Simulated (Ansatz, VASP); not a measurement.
One calculation of Nb, two programs

```
CELL_PARAMETERS angstrom
-1.69295 1.69295 1.69295
1.69295 -1.69295 1.69295
1.69295 1.69295 -1.69295
ATOMIC_POSITIONS crystal
Nb 0.00000 0.00000 0.00000
```

Alike in both runs: task single point; functional PBE; k mesh 18 × 18 × 18; occupations gaussian, width 0.1 eV; no spin polarisation.

|  | VASP | Ansatz |
| --- | --- | --- |
| version | VASP 6.6.1 | Ansatz 0.2.0 |
| potentials or method | VASP PAW PBE potentials, release 64 (Nb_sv), cutoff 520 eV | scalar-relativistic, plane waves, PAW |
| valence electrons in the cell | 13 | 13 |

|  | VASP | Ansatz | Ansatz less VASP |
| --- | --- | --- | --- |
| gap on the k mesh at the Fermi level (eV) | none | none | - |
| pressure (GPa) | -10.3 | -10.0 | +0.27 |

A gap of «none» marks a metal or a gap that the smearing closes.
